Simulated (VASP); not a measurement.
A run of VASP 6.6.1 is set up as follows.

Contents of POSCAR:

```
Cr
1.0
   -1.5135639255      1.5135639255      1.5135639255
    1.5135639255     -1.5135639255      1.5135639255
    1.5135639255      1.5135639255     -1.5135639255
Cr
1
Direct
    0.0000000000      0.0000000000      0.0000000000
```

File INCAR.step1:

```
PREC = Accurate
ENCUT = 520
EDIFF = 1E-5
ISMEAR = -1
SIGMA = 0.05
LREAL = False
LASPH = True
NELM = 150
ALGO = Normal
ISIF = 2
LWAVE = True
ISPIN = 2
MAGMOM = 3
LORBIT = 11
LMAXMIX = 4
NBANDS = 16
GGA = PE
```

The input INCAR.step2:

```
PREC = Accurate
ENCUT = 520
EDIFF = 1E-7
ISMEAR = -1
SIGMA = 0.05
LREAL = False
LASPH = True
NELM = 150
ALGO = Normal
ISIF = 2
LWAVE = False
LCHARG = True
ISPIN = 2
MAGMOM = 3
LORBIT = 11
LMAXMIX = 4
GGA = B5
LHFCALC = True
AEXX = 0.5
ALDAX = 0.5
AGGAX = 0.5
AGGAC = 1.0
ALDAC = 0.0
PRECFOCK = Normal
LELF = True
LVHAR = True
NBANDS = 16
ISTART = 1
```

File KPOINTS:

```
Automatic mesh
0
Gamma
  6 6 6
```

Potentials or basis: VASP PAW PBE potentials, release 64 (Cr_pv).

The run is started by

```sh
$ cat potpaw_PBE.64/Cr_pv/POTCAR > POTCAR
$ cp INCAR.step1 INCAR
$ mpirun -np 1 vasp_std > vasp.out
$ cp INCAR.step2 INCAR
$ mpirun -np 1 vasp_std > vasp.out
```

Task: What does it give for the site moments?

Result: Cr +0.07 μB.

Task: Estimate the pressure.

Result: -37.7 GPa.

Caveat: the k points lie up to 0.49 Å⁻¹ apart; the PAW data sets were made with another functional, which shifts forces and pressure a little.
